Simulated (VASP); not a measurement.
Wanted: the native input for a VASP 6.6.1 run.

* Task: single point
* Functional: LDA
* Potentials or basis: VASP PAW LDA potentials, release 64 (C)
* Cutoff: 520 eV
* k mesh: 22 × 22 × 4
* Occupations: gaussian, width 0.15 eV
* Spin: no spin polarisation
* Dipole correction: no
* Further INCAR settings: ALGO = Fast; EDIFF = 1e-07; NBANDS = 26

The structure of C lies in POSCAR:

```
C
1.0
   -1.2227748566      2.1167364796      0.0000000000
   -1.2227748566     -2.1167364796      0.0000000000
    0.0000000000      0.0000000000     13.1706447952
C
8
Direct
    0.9166982410      0.0833017590      0.1278472410
    0.9166982410      0.0833017590      0.6392362051
    0.4166982410      0.5833017590      0.8949306871
    0.4166982410      0.5833017590      0.3835417230
    0.0833017590      0.9166982410      0.8949306871
    0.0833017590      0.9166982410      0.3835417230
    0.5833017590      0.4166982410      0.1278472410
    0.5833017590      0.4166982410      0.6392362051
```

This cell differs from its parent crystal: the distance across one plane changed.

The input as run:

INCAR

```
SYSTEM = C
ALGO = Fast ; EDIFF = 1E-7
ENCUT = 520 ; GGA = CA
ISIF = 2 ; ISMEAR = 0
LASPH = .True. ; LCHARG = .True.
LELF = .True. ; LREAL = .False.
LVHAR = .True. ; LWAVE = .False.
NBANDS = 26 ; NELM = 60
PREC = Accurate ; SIGMA = 0.15
```

KPOINTS

```
k-points
0
Gamma
  22 22 4
  0 0 0
```

Potentials or basis: VASP PAW LDA potentials, release 64 (C).

Launch:

```console
$ cat potpaw_LDA.64/C/POTCAR > POTCAR
$ mpirun -np 1 vasp_std > vasp.out
```

Results of the run:

```json
{
 "Pressure": "1.1 GPa",
 "Largest force": "0.078 eV/Å",
 "Band gap on the k mesh": "zero (bands 16 and 17 overlap by 0.24 eV)"
}
```

Caveat: the cell differs from its parent crystal (the distance across one plane changed).

It took 23 min on 1 thread of Oxide Virtual Turin-like Processor, with other jobs on the host, peak memory 0.47 GiB.
